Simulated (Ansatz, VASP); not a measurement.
## Two plane-wave programs on SnSe2

INCAR

```
PREC = Accurate
ENCUT = 520
EDIFF = 1E-6
ISMEAR = 0
SIGMA = 0.05
LREAL = F
LASPH = T
NELM = 100
ALGO = Normal
ISIF = 2
LWAVE = F
LCHARG = T
GGA = PE
LELF = T
LVHAR = T
NBANDS = 20
```

KPOINTS

```
regular mesh
0
Gamma
  12 12 6
```

POSCAR

```
SnSe2
1.0
    3.7538337998      0.0000000000      0.0000000000
   -1.8769168999      3.2509154322      0.0000000000
    0.0000000000      0.0000000000      6.0449450000
Sn Se
1 2
Direct
    0.0000000000      0.0000000000      0.0000000000
    0.3333333333      0.6666666667      0.2500000000
    0.6666666667      0.3333333333      0.7500000000
```

Input for Ansatz:

```yaml
crystal:
  lattice:
    - [3.7538337998, 0.0, 0.0]
    - [-1.8769168999, 3.2509154322, 0.0]
    - [0.0, 0.0, 6.044945]
  atoms:
    - { symbol: Sn, position: [0.0, 0.0, 0.0] }
    - { symbol: Se, position: [0.3333333333, 0.6666666667, 0.25] }
    - { symbol: Se, position: [0.6666666667, 0.3333333333, 0.75] }
basis:
  ecutwfc: 420
kpoints:
  mp_grid: { grid: [12, 12, 6] }
hamiltonian:
  xc: pbe
scf:
  occupations: { method: gaussian, width: 0.05 }
output:
  forces: true
  stress: true
  eigenvalues: true
```

Change from the starting cell: strain -0.015 along x and y, -0.015 along z, atoms carried along.

Alike in both runs: task single point; functional PBE; k mesh 12 × 12 × 6; occupations gaussian, width 0.05 eV; no spin polarisation.

|  | VASP | Ansatz |
| --- | --- | --- |
| version | VASP 6.6.1 | Ansatz 0.2.0 |
| potentials or method | VASP PAW PBE potentials, release 64 (Sn_d, Se), cutoff 520 eV | scalar-relativistic, plane waves, PAW |
| valence electrons in the cell | 26 | 46 |

|  | VASP | Ansatz | Ansatz less VASP |
| --- | --- | --- | --- |
| gap on the k mesh at the Fermi level (eV) | 0.76 | 0.76 | +0.006 |
| least direct gap on the mesh (eV) | 1.30 | 1.32 | +0.011 |
| pressure (GPa) | 9.4 | 9.3 | -0.10 |
| traceless stress, the component that is largest in VASP (GPa) | 0.82 | 0.81 | -0.005 |
| rms of the force components (eV/Å) | 0.576 | 0.567 | -0.0093 |

Atom by atom the forces differ by 0.009 eV/Å (rms over components). VASP's potentials hold 26 valence electrons a cell and Ansatz's 46, so a difference there can come from the potentials and not from the codes.
